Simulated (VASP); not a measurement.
Runs of VASP 6.6.1 on As. The structure is that of space group Fm-3m (No. 225), or close to it. The cells are those of the table. 

```csv
cell,gap on the mesh (eV),pressure (GPa)
"a = 3.034 Å, angles 60.0°, 1 atom",none,-0.1
"a = 3.074 Å, angles 60.0°, 1 atom",none,(a)
"a = 3.151 Å, angles 60.0°, 1 atom",none,-6.5
"a = 2.951 Å, angles 60.0°, 1 atom",none,(b)
"a = 3.113 Å, angles 60.0°, 1 atom",none,-4.8
```

Alike in all rows: task single point; level RPBE; potentials or basis VASP PAW PBE potentials, release 64 (As); no spin polarisation; k mesh 14 × 14 × 14; cutoff (eV) 520; smearing fermi-dirac 0.1 eV.

Problem. Estimate the missing entries.

Solution. (a) -2.7; (b) 7.3.

Caveats: the PAW data sets were made with another functional, which shifts forces and pressure a little.

A k mesh can miss the band edges, and the runs leave out spin-orbit coupling on As.

A gap of «none» marks levels without a gap at the run's occupations.
